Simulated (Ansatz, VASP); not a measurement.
# Sn: VASP beside Ansatz

File POSCAR:

```
Sn
1.0
    0.0000000000      2.2909798650      2.2909798650
    2.2909798650      0.0000000000      2.2909798650
    2.2909798650      2.2909798650      0.0000000000
Sn
1
Direct
    0.0000000000      0.0000000000      0.0000000000
```

File INCAR.step1:

```
SYSTEM = Sn
PREC = Accurate
ENCUT = 520
ISMEAR = -1
SIGMA = 0.1
LREAL = .FALSE.
LASPH = .TRUE.
NELM = 100
NBANDS = 13
GGA = PE
ALGO = Normal
EDIFF = 1E-4
LWAVE = .TRUE.
LCHARG = .FALSE.
```

INCAR.step2

```
SYSTEM = Sn
PREC = Accurate
ENCUT = 520
EDIFF = 1E-6
ISMEAR = -1
SIGMA = 0.1
LREAL = .FALSE.
LASPH = .TRUE.
NELM = 100
ALGO = Normal
ISIF = 2
LWAVE = .FALSE.
LCHARG = .FALSE.
METAGGA = R2SCAN
LMIXTAU = .TRUE.
NBANDS = 13
ISTART = 1
```

File KPOINTS:

```
Automatic mesh
0
G
  13 13 13
  0 0 0
```

Input for Ansatz:

```yaml
crystal:
  lattice:
    - [0.0, 2.290979865, 2.290979865]
    - [2.290979865, 0.0, 2.290979865]
    - [2.290979865, 2.290979865, 0.0]
  atoms:
    - { symbol: Sn, position: [0.0, 0.0, 0.0] }
hamiltonian:
  xc: r2scan
  pseudopotentials:
    kind: paw
    azcp:
      Sn: "pseudopotentials/Sn.paw.azcp"
basis:
  ecutwfc: 500
  fft_grid_basis: typed
kpoints:
  mp_grid: { grid: [13, 13, 13], shift: [0, 0, 0] }
magnetization:
  spin_polarized: false
scf:
  occupations: { method: fermi_dirac, width: 0.1 }
  lower_state_search: "off"
output:
  stress: true
  write_density: true
  write_potential: true
  elf: true
  volumetric_format: npy
```

Alike in both runs: task single point; functional r2SCAN; k mesh 13 × 13 × 13; occupations fermi-dirac, width 0.1 eV; no spin polarisation.

|  | VASP | Ansatz |
| --- | --- | --- |
| version | VASP 6.6.1 | Ansatz 0.2.0 |
| potentials or method | VASP PAW PBE potentials, release 64 (Sn_d), cutoff 520 eV | plane waves (500 eV) with PAW, scalar-relativistic |
| valence electrons in the cell | 14 | 14 |

```tsv
	VASP	Ansatz	Ansatz less VASP
pressure (GPa)	8.6	8.6	-0.04
```

VASP's potentials were made for PBE, not for r2SCAN. With one functional, cell and mesh, what is left measures potentials, basis and numerics.
